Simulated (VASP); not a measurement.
# MoW in VASP: further runs

The runs below take MoW through single point, with PBE.

Everything below comes from runs of VASP 6.6.1. Logs are shortened: lines on timing, memory, paths and dates and some standing lists are left out, and cuts for length are marked.

### Step 1. The cell of the first run

The cell holds a sheet with vacuum, 2 atoms: a = 2.438 Å, b = 4.986 Å, c = 23.800 Å, α = 90.00°, β = 90.00°, γ = 90.00°.

The cell was generated, and may not be a known phase.

### Step 2. Single point, PBE

INCAR reads:

```
  ALGO = Normal
  DIPOL = 0.5 0.5 0.294
  EDIFF = 1E-7
  ENCUT = 520
  GGA = PE
  IDIPOL = 3
  ISIF = 2
  ISMEAR = 0
  LASPH = T
  LCHARG = F
  LDIPOL = T
  LREAL = F
  LWAVE = F
  NBANDS = 21
  NELM = 60
  PREC = Accurate
  SIGMA = 0.1
```

KPOINTS reads:

```
k-points
0
Gamma
  22 12 1
```

POSCAR reads:

```
MoW
1.0
    2.4382694462      0.0000000000      0.0000000000
    0.0000000000      4.9859666626      0.0000000000
    0.0000000000      0.0000000000     23.8000000000
Mo W
1 1
Direct
    0.5000000000      0.5000000000      0.2941176471
    0.5000000000      0.0000000000      0.2941176471
```

Potentials or basis: VASP PAW PBE potentials, release 64 (Mo_sv, W_sv).

Launch:

```console
$ cat potpaw_PBE.64/Mo_sv/POTCAR potpaw_PBE.64/W_sv/POTCAR > POTCAR
$ mpirun -np 1 vasp_std > vasp.out
```

OUTCAR:

```text
EDIFF = 1E-7
   ENCUT = 520
   GGA = PE
   ISIF = 2
   ISMEAR = 0
   LASPH = T
   LREAL = F
   NELM = 60
   PREC = Accurate

 ion  position               nearest neighbor table
   1  0.500  0.500  0.294-   2 2.49   2 2.49   2 3.49   2 3.49   2 3.49   2 3.49
   2  0.500  0.000  0.294-   1 2.49   1 2.49   1 3.49   1 3.49   1 3.49   1 3.49

  LATTYP: Found a simple orthorhombic cell.
 ALAT       =     2.4382694462
 B/A-ratio  =     2.0448792771
 C/A-ratio  =     9.7610213002

  Lattice vectors:

 A1 = (   2.4382694462,   0.0000000000,   0.0000000000)
 A2 = (   0.0000000000,   4.9859666626,   0.0000000000)
 A3 = (   0.0000000000,   0.0000000000,  23.8000000000)

Analysis of symmetry for initial positions (statically):
=====================================================================
 Subroutine PRICEL returns:
 Original cell was already a primitive cell.

 Routine SETGRP: Setting up the symmetry group for a
 simple orthorhombic supercell.

 Subroutine GETGRP returns: Found  8 space group operations
 (whereof  4 operations were pure point group operations)
 out of a pool of  8 trial point group operations.

The static configuration has the point symmetry C_2v.
 The point group associated with its full space group is D_2h.

Analysis of symmetry for dynamics (positions and initial velocities):
=====================================================================
 Subroutine PRICEL returns:
 Original cell was already a primitive cell.

 Routine SETGRP: Setting up the symmetry group for a
 simple orthorhombic supercell.

 Subroutine GETGRP returns: Found  8 space group operations
 (whereof  4 operations were pure point group operations)
 out of a pool of  8 trial point group operations.

The dynamic configuration has the point symmetry C_2v.
 The point group associated with its full space group is D_2h.

 Subroutine INISYM returns: Found  8 space group operations
 (whereof  4 operations are pure point group operations),
 and found     1 'primitive' translations

----------------------------------------------------------------------------------------

                                     Primitive cell

  volume of cell :     289.3397

  direct lattice vectors                    reciprocal lattice vectors
     2.438269446  0.000000000  0.000000000     0.410126945  0.000000000  0.000000000
     0.000000000  4.985966663  0.000000000     0.000000000  0.200562913  0.000000000
     0.000000000  0.000000000 23.800000000     0.000000000  0.000000000  0.042016807

  length of vectors
     2.438269446  4.985966663 23.800000000     0.410126945  0.200562913  0.042016807

  position of ions in fractional coordinates (direct lattice)
     0.500000000  0.500000000  0.294117647
     0.500000000  0.000000000  0.294117647

  ion indices of the primitive-cell ions
   primitive index   ion index
                 1           1
                 2           2

----------------------------------------------------------------------------------------

 KPOINTS: k-points

Automatic generation of k-mesh.
 Grid dimensions read from file:
 generate k-points for:   22   12    1

 Generating k-lattice:

  Cartesian coordinates                     Fractional coordinates (reciprocal lattice)
     0.018642134  0.000000000  0.000000000     0.045454545  0.000000000  0.000000000
     0.000000000  0.016713576  0.000000000     0.000000000  0.083333333  0.000000000
     0.000000000  0.000000000  0.042016807     0.000000000  0.000000000  1.000000000

  Length of vectors
     0.018642134  0.016713576  0.042016807

  Shift w.r.t. Gamma in fractional coordinates (k-lattice)
     0.000000000  0.000000000  0.000000000

 Subroutine IBZKPT returns following result:
 ===========================================

 Found     84 irreducible k-points:

 Following reciprocal coordinates:
            Coordinates               Weight
  0.000000  0.000000  0.000000      1.000000
  0.045455  0.000000  0.000000      2.000000
  0.090909  0.000000  0.000000      2.000000
  0.136364  0.000000  0.000000      2.000000
  0.181818  0.000000  0.000000      2.000000
  0.227273  0.000000  0.000000      2.000000
[... 16 lines left out ...]
  0.454545  0.083333  0.000000      4.000000
  0.500000  0.083333  0.000000      2.000000
 [... further k-points ...]
   k-points           NKPTS =     84   k-points in BZ     NKDIM =     84   number of bands    NBANDS=     21
   number of dos      NEDOS =    301   number of ions     NIONS =      2
   total plane-waves  NPLWV = 129600
   dimension x,y,z NGX =    18 NGY =   40 NGZ =  180
   dimension x,y,z NGXF=    36 NGYF=   80 NGZF=  360
   ions per type =               1   1
   NGX,Y,Z   is equivalent  to a cutoff of  12.27, 13.34, 12.57 a.u.
   NGXF,Y,Z  is equivalent  to a cutoff of  24.55, 26.67, 25.15 a.u.
 SYSTEM =  unknown system
   PREC   = accura    normal or accurate (medium, high low for compatibility)
   ISTART =      0    job   : 0-new  1-cont  2-samecut
   ICHARG =      2    charge: 1-file 2-atom 10-const
   ISPIN  =      1    spin polarized calculation?
   LNONCOLLINEAR =      F non collinear calculations
   LSORBIT =      F    spin-orbit coupling
   LASPH  =      T    aspherical Exc in radial PAW
   ENCUT  =  520.0 eV  38.22 Ry    6.18 a.u.   4.53  9.27 44.25*2*pi/ulx,y,z
   NELM   =     60;   NELMIN=  2; NELMDL= -5     # of ELM steps
   EDIFF  = 0.1E-06   stopping-criterion for ELM
   LREAL  =      F    real-space projection
   EDIFFG = 0.1E-05   stopping-criterion for IOM
   NSW    =      0    number of steps for IOM
   IBRION =     -1    ionic relax: 0-MD 1-quasi-New 2-CG
   NFREE  =      0    steps in history (QN), initial steepest desc. (CG)
   ISIF   =      2    stress and relaxation
   ISYM   =      2    0-nonsym 1-usesym 2-fastsym
   POTIM  = 0.5000    time-step for ionic-motion
   TEBEG  =    0.0;   TEEND  =   0.0 temperature during run
   PSTRESS=    0.0 pullay stress
   NELECT =      28.0000    total number of electrons
   NUPDOWN=      -1.0000    fix difference up-down
   EMIN   =  10.00;   EMAX   =-10.00  energy-range for DOS
   EFERMI =   0.00;   METHOD = LEGACY
   ISMEAR =     0;   SIGMA  =   0.10  broadening in eV -4-tet -1-fermi 0-gaus
   EFERMI_NEDOS =   21; number of points for ismear=-14 and -15
   IALGO  =     38    algorithm
   IMIX   =      4    mixing-type and parameters
     AMIX     =   0.40;   BMIX     =  1.00
     AMIX_MAG =   1.60;   BMIX_MAG =  1.00
  volume/ion in A,a.u.               =     144.67       976.28
  Fermi-wavevector in a.u.,A,eV,Ry     =   0.751608  1.420334  7.686133  0.564915
  Thomas-Fermi vector in A             =   1.848629
   LORBIT       =      0    0 simple, 1 ext, 2 COOP (PROOUT), +10 PAW based schemes
   GGA     = PE    functional components
   LHFCALC =     F    Hartree Fock is set to
   AEXX    =    0.0000 exact exchange contribution
   IVDW    =     0    specifies the selected vdW correction
   LEPSILON=     F    determine dielectric tensor
   LRPA    =     F    only Hartree local field effects (RPA)
 non-spin polarized calculation
 Gauss-broadening in eV      SIGMA  =   0.10
  energy-cutoff  :      520.00
  volume of cell :      289.34
 maximum number of plane-waves:      7863
   NGX =  9   NGY = 19   NGZ = 89

 dipolmoment           0.000000      0.000000     -0.000000 electrons x Angstroem

 number of electron      28.0000000 magnetization

 dipolmoment           0.000000      0.000000      0.000000 electrons x Angstroem

 Free energy of the ion-electron system (eV)
  ---------------------------------------------------
  ext. energy  EPLUGINS =         0.00000000
  ---------------------------------------------------
  free energy    TOTEN  =       -18.15664326 eV

  energy without entropy =      -18.13818015  energy(sigma->0) =      -18.14741170

 E-fermi :  -3.2940     XC(G=0):  -2.2838

 val. band max:       -3.2953049021   @ k =   0.4091   0.4167   0.0000
 cond. band min:      -3.2871048567   @ k =   0.0000   0.2500   0.0000
 fundamental gap:      0.0082000454
 Fermi energy:        -3.2939562107

 k-point     1 :       0.0000    0.0000    0.0000
  band No.  band energies     occupation
      1     -77.0782      2.00000
      2     -64.0877      2.00000
      3     -41.6464      2.00000
      4     -41.3950      2.00000
      5     -40.0832      2.00000
      6     -38.1238      2.00000
[... 13 lines left out ...]
     20       1.3611      0.00000
     21       1.5146      0.00000

 k-point     2 :       0.0455    0.0000    0.0000
  band No.  band energies     occupation
      1     -77.0736      2.00000
      2     -64.0804      2.00000
      3     -41.6401      2.00000
      4     -41.3894      2.00000
      5     -40.1366      2.00000
      6     -38.1179      2.00000
[... 13 lines left out ...]
     20       1.0523      0.00000
     21       1.5647      0.00000

 k-point     3 :       0.0909    0.0000    0.0000
  band No.  band energies     occupation
      1     -77.0602      2.00000
      2     -64.0590      2.00000
      3     -41.6218      2.00000
      4     -41.3729      2.00000
      5     -40.2908      2.00000
      6     -38.1007      2.00000
[... 13 lines left out ...]
     20       0.7709      0.00000
     21       1.7149      0.00000
[... 457 lines left out ...]
 k-point    23 :       0.4545    0.0833    0.0000
  band No.  band energies     occupation
      1     -76.8524      2.00000
      2     -63.7204      2.00000
      3     -42.3727      2.00000
      4     -41.3201      2.00000
      5     -41.1158      2.00000
      6     -39.2526      2.00000
[... 13 lines left out ...]
     20       4.3459      0.00000
     21       5.6785      0.00000

 k-point    24 :       0.5000    0.0833    0.0000
  band No.  band energies     occupation
      1     -76.8477      2.00000
      2     -63.7125      2.00000
      3     -42.4149      2.00000
      4     -41.3135      2.00000
      5     -41.1099      2.00000
      6     -39.2959      2.00000
[... 13 lines left out ...]
     20       4.6992      0.00000
     21       6.2518      0.00000

 [... further k-points ...]

------------------------ aborting loop because EDIFF is reached ----------------------------------------

 vacuum level on the upper side and lower side of the slab       (xc-potential included)        -0.007        -0.007

  FORCE on cell =-STRESS in cart. coord.  units (eV):
  Direction    XX          YY          ZZ          XY          YZ          ZX
  --------------------------------------------------------------------------------------
  -------------------------------------------------------------------------------------
  Total        2.4243137     -1.0800333     -0.0171690      0.0000000      0.0000000      0.0000000
  in kB       13.4242914     -5.9805303     -0.0950708      0.0000000      0.0000000      0.0000000
  external PRESSURE =       2.4495635 kB  Pullay stress =       0.0000000 kB

 VOLUME and BASIS-vectors are now :
 -----------------------------------------------------------------------------
  energy-cutoff  :      520.00
  volume of cell :      289.34
      direct lattice vectors                 reciprocal lattice vectors
     2.438269446  0.000000000  0.000000000     0.410126945  0.000000000  0.000000000
     0.000000000  4.985966663  0.000000000     0.000000000  0.200562913  0.000000000
     0.000000000  0.000000000 23.800000000     0.000000000  0.000000000  0.042016807

 POSITION                                       TOTAL-FORCE (eV/Angst)
 -----------------------------------------------------------------------------------
      1.21913      2.49298      7.00000         0.000000      0.000000      0.000000
      1.21913      0.00000      7.00000         0.000000      0.000000     -0.000000
 -----------------------------------------------------------------------------------
    total drift:                                0.000000      0.000000     -0.000020

  FREE ENERGIE OF THE ION-ELECTRON SYSTEM (eV)
  ---------------------------------------------------
  free  energy   TOTEN  =       -18.1566432551 eV

  energy  without entropy=      -18.1381801527  energy(sigma->0) =      -18.14741170

 vacuum level on the upper side and lower side of the slab         1.912         1.912
```

It took 17 min on 1 thread of Intel Xeon 8259CL, shared host; peak memory 0.74 GiB.

What came out:

- Free energy: -18.1566 eV
- Band gap on the k mesh: zero (bands 14 and 15 overlap by 1.69 eV)

Caveat: spin-orbit coupling is left out, which moves the levels of the heavy elements.

### Step 3. Single point, PBE

This run uses another cell than the first one.

INCAR reads:

```
PREC = Accurate
ENCUT = 520
EDIFF = 1E-7
ISMEAR = 0
SIGMA = 0.1
LREAL = False
LASPH = True
NELM = 60
ALGO = Normal
ISIF = 2
LWAVE = False
LCHARG = False
LDIPOL = True
IDIPOL = 3
DIPOL = 0.5 0.5 0.294
GGA = PE
NBANDS = 21
```

KPOINTS reads:

```
regular mesh
0
Gamma
  22 12 1
```

POSCAR reads:

```
MoW
1.0
    2.4837288235      0.0000000000      0.0000000000
    0.0000000000      4.9146910025      0.0000000000
    0.0000000000      0.0000000000     23.8000000000
Mo W
1 1
Direct
    0.5000000000      0.5000000000      0.2941176471
    0.5000000000      0.0000000000      0.2941176471
```

Potentials or basis: VASP PAW PBE potentials, release 64 (Mo_sv, W_sv).

Launch:

```console
$ cat potpaw_PBE.64/Mo_sv/POTCAR potpaw_PBE.64/W_sv/POTCAR > POTCAR
$ mpirun -np 1 vasp_std > vasp.out
```

It took 13 min on 1 thread of Intel Xeon 8259CL, shared host; peak memory 0.74 GiB.

Results (log left out):

| Quantity | Value |
| --- | --- |
| Free energy | -18.1888 eV |
| Band gap on the k mesh | zero (bands 14 and 15 overlap by 1.43 eV) |

Levels at points of the mesh, in eV from the Fermi level:
```
           k point  band 10  band 11  band 12  band 13  band 14  band 15  band 16  band 17  band 18  band 19
(0.00, 0.00, 0.00)    -4.26    -3.17    -3.00    -1.79     0.60     0.91     1.51     2.75     3.17     3.59
(0.50, 0.00, 0.00)    -3.25    -3.13    -1.46    -1.31     0.74     1.84     2.49     2.60     4.30     6.68
(0.00, 0.50, 0.00)    -3.71    -1.50    -1.44    -1.31    -1.17    -0.52    -0.30     2.92     3.29     3.78
(0.50, 0.50, 0.00)    -3.13    -2.37    -2.29     0.43     0.71     0.80     1.17     1.50     1.91     6.42
```

Caveat: spin-orbit coupling is left out, which moves the levels of the heavy elements.
